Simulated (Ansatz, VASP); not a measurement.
## One calculation of AlRu, two programs

```
CELL_PARAMETERS angstrom
2.99000 0.00000 0.00000
0.00000 2.99000 0.00000
0.00000 0.00000 2.99000
ATOMIC_POSITIONS crystal
Ru 0.00000 0.00000 0.00000
Al 0.50000 0.50000 0.50000
```

Alike in both runs: task relaxation of cell and atoms; functional PBEsol; k mesh 16 × 16 × 16; occupations gaussian, width 0.1 eV; no spin polarisation.

```csv
,VASP,Ansatz
version,VASP 6.6.1,Ansatz 0.2.0
potentials or method,"VASP PAW PBE potentials, release 64 (Ru_pv, Al)","scalar-relativistic, plane waves, PAW"
plane-wave cutoff (eV),600,420
valence electrons in the cell,17,19
```

```tsv
	VASP	Ansatz	Ansatz less VASP
gap on the k mesh at the Fermi level, each at its own relaxed structure (eV)	none	none	-
relaxed volume (Å³/atom)	13.19	13.18	-0.005
relaxed cell length with the largest relative difference (Å)	2.977	2.976	-0.0003
```

VASP's potentials were made for PBE, not for PBEsol. A gap of «none» marks a metal or a gap that the smearing closes. VASP's potentials hold 17 valence electrons a cell and Ansatz's 19, so a difference there can come from the potentials and not from the codes.
